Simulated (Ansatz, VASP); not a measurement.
## AlAs in VASP and in Ansatz

```xyz
2
Lattice="0.0000 2.8305 2.8305 2.8305 0.0000 2.8305 2.8305 2.8305 0.0000" Properties=species:S:1:pos:R:3 pbc="T T T"
Al    0.0000    0.0000    0.0000
As    1.4152    1.4152    1.4152
```

Alike in both runs: task relaxation of cell and atoms; functional LDA; k mesh 8 × 8 × 8; occupations gaussian, width 0.02 eV; no spin polarisation.

|  | VASP | Ansatz |
| --- | --- | --- |
| version | VASP 6.6.1 | Ansatz 0.2.0 |
| potentials or method | VASP PAW LDA potentials, release 64 (Al, As), cutoff 500 eV | scalar-relativistic, plane waves, PAW |
| valence electrons in the cell | 8 | 18 |

```tsv
	VASP	Ansatz	Ansatz less VASP
gap on the k mesh at the Fermi level, each at its own relaxed structure (eV)	1.32	1.32	+0.006
relaxed volume (Å³/atom)	22.40	22.29	-0.106
relaxed cell length with the largest relative difference (Å)	3.986	3.980	-0.0063
```

Ansatz warns that its potentials were made for another functional, while VASP's fit it. LDA's correlation is that of Perdew and Zunger in VASP and of Perdew and Wang (1992) in Ansatz. VASP's potentials hold 8 valence electrons a cell and Ansatz's 18, so a difference there can come from the potentials and not from the codes.
